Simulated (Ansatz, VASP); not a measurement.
One calculation of Na2Hg, two programs

```xyz
3
Lattice="5.3672 0.0000 0.0000 -2.6836 4.6482 0.0000 0.0000 0.0000 3.2580" Properties=species:S:1:pos:R:3 pbc="T T T"
Na    0.0000    3.0988    1.6290
Na    2.6836    1.5494    1.6290
Hg    0.0000    0.0000    0.0000
```

Alike in both runs: functional PBE; k mesh 12 × 12 × 14; occupations gaussian, width 0.1 eV; no spin polarisation.

Ansatz relaxed the structure, and its values are those at the end. VASP's run is a single point on that final structure, the one shown.

```csv
,VASP,Ansatz
version,VASP 6.6.1,Ansatz 0.2.0
potentials or method,"VASP PAW PBE potentials, release 64 (Na_pv, Hg), cutoff 520 eV","scalar-relativistic, plane waves, PAW"
valence electrons in the cell,26,38
```

|  | VASP | Ansatz | Ansatz less VASP |
| --- | --- | --- | --- |
| gap on the k mesh at the Fermi level (eV) | none | none | - |
| pressure (GPa) | 0.0 | 0.0 | -0.01 |

A gap of «none» marks a metal or a gap that the smearing closes. VASP's potentials hold 26 valence electrons a cell and Ansatz's 38, so a difference there can come from the potentials and not from the codes.

Spin-orbit coupling is off throughout.
